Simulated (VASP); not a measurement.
TaN:

```
Ta N
1.0
     0.00000    2.20863    2.20863
     2.20863    0.00000    2.20863
     2.20863    2.20863    0.00000
Ta N
1 1
Direct
  0.50000 0.50000 0.50000
  0.00000 0.00000 0.00000
```

```yaml
Program: VASP 6.6.1
Task: relaxation of cell and atoms
Functional: LDA
Potentials_or_basis: VASP PAW LDA potentials, release 64 (Ta_pv, N)
Cutoff: 600 eV
k_mesh: 16 × 16 × 16
Occupations: gaussian, width 0.1 eV
Spin: no spin polarisation
```

At the start: pressure -14.3 GPa; volume 10.77 Å³/atom.

Task: Where does the relaxation end?

Result: Over 7 steps the energy falls by 20.5 meV/atom and the volume is 10.33 Å³/atom (-4.1 %); space group Fm-3m (No. 225, to 0.1 Å) before and after.

Step by step:
| step | energy change (eV) | largest force (eV/Å) | pressure (GPa) | volume (Å³) |
| --- | --- | --- | --- | --- |
| 1 | 0.0000 | 0.0000 | -14.30 | 21.55 |
| 2 | 0.2249 | 0.0000 | 47.15 | 18.69 |
| 3 | -0.0409 | 0.0000 | -0.59 | 20.70 |
| 4 | -0.0409 | 0.0000 | -0.08 | 20.67 |
| 5 | -0.0409 | 0.0000 | 0.22 | 20.65 |
| 6 | -0.0409 | 0.0000 | -0.42 | 20.69 |
| 7 | -0.0409 | 0.0000 | -0.03 | 20.66 |

Final structure:
```yaml
crystal:
  lattice:
    - [0.00000, 2.17803, 2.17803]
    - [2.17803, 0.00000, 2.17803]
    - [2.17803, 2.17803, 0.00000]
  atoms:
    - { symbol: Ta, position: [0.50000, 0.50000, 0.50000] }
    - { symbol: N, position: [0.00000, 0.00000, 0.00000] }
```
